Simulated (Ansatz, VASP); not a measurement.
## KF in VASP and in Ansatz

```
CELL_PARAMETERS angstrom
3.12860 0.00000 0.00000
0.00000 3.12860 0.00000
0.00000 0.00000 3.38931
ATOMIC_POSITIONS crystal
K 0.00000 0.00000 0.00000
F 0.50000 0.50000 0.50000
```

Change from the starting cell: strain -0.040 along x and y, +0.040 along z, atoms carried along.

Alike in both runs: task single point; functional PBEsol; k mesh 8 × 8 × 8; occupations gaussian, width 0.05 eV; no spin polarisation.

```csv
,VASP,Ansatz
version,VASP 6.6.1,Ansatz 0.2.0
potentials or method,"VASP PAW PBE potentials, release 64 (K_sv, F), cutoff 520 eV","scalar-relativistic, plane waves, PAW"
valence electrons in the cell,16,16
```

VASP gave:

```
gap on the k mesh at the Fermi level (eV)                     : 6.23
least direct gap on the mesh (eV)                             : 6.27
pressure (GPa)                                                : -1.2
traceless stress, the component that is largest in VASP (GPa) : -4.76
```

Task: What did Ansatz give for the same quantities?

Result: gap on the k mesh at the Fermi level (eV): 6.24; least direct gap on the mesh (eV): 6.29; pressure (GPa): -1.2; traceless stress, the component that is largest in VASP (GPa): -4.75.

VASP's potentials were made for PBE, not for PBEsol. With one functional, cell and mesh, what is left measures potentials, basis and numerics.
